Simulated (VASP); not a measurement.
ZrB2:

```xyz
3
Lattice="3.1713 0.0000 0.0000 -1.5857 2.7465 0.0000 0.0000 0.0000 3.5420" Properties=species:S:1:pos:R:3 pbc="T T T"
Zr    0.0000    0.0000    0.0000
B     0.0000    1.8310    1.7710
B     1.5857    0.9155    1.7710
```

* Program: VASP 6.6.1
* Task: relaxation of cell and atoms
* Functional: LDA
* Potentials or basis: VASP PAW LDA potentials, release 64 (Zr_sv, B)
* Cutoff: 600 eV
* k mesh: 18 × 18 × 12
* Occupations: gaussian, width 0.1 eV
* Spin: no spin polarisation

At the start: pressure -9.1 GPa; volume 10.28 Å³/atom.

Q: Where does the relaxation end?

A: Over 9 steps the energy falls by 11.1 meV/atom and the volume is 9.91 Å³/atom (-3.7 %); space group P6/mmm (No. 191, to 0.05 Å).

Step by step:
```
step  energy change (eV)  largest force (eV/Å)  pressure (GPa)  volume (Å³)
   1              0.0000                0.0000           -9.10        30.85
   2              0.0247                0.0000           13.81        28.32
   3             -0.0333                0.0000           -0.11        29.73
   4             -0.0333                0.0000            0.03        29.70
   5             -0.0334                0.0000            0.08        29.70
   6             -0.0334                0.0000            0.09        29.70
   7             -0.0334                0.0000            0.09        29.70
   8             -0.0334                0.0000            0.09        29.70
   9             -0.0334                0.0000           -0.05        29.72
```

Final structure:
```cif
data_structure
_symmetry_space_group_name_H-M 'P 1'
_symmetry_Int_Tables_number 1
_cell_length_a 3.1349
_cell_length_b 3.1349
_cell_length_c 3.4922
_cell_angle_alpha 90.000
_cell_angle_beta 90.000
_cell_angle_gamma 120.000
_cell_volume 29.72
loop_
_atom_site_label
_atom_site_type_symbol
_atom_site_fract_x
_atom_site_fract_y
_atom_site_fract_z
_atom_site_occupancy
Zr1 Zr 0.00000 0.00000 0.00000 1
B1 B 0.33333 0.66667 0.50000 1
B2 B 0.66667 0.33333 0.50000 1
```
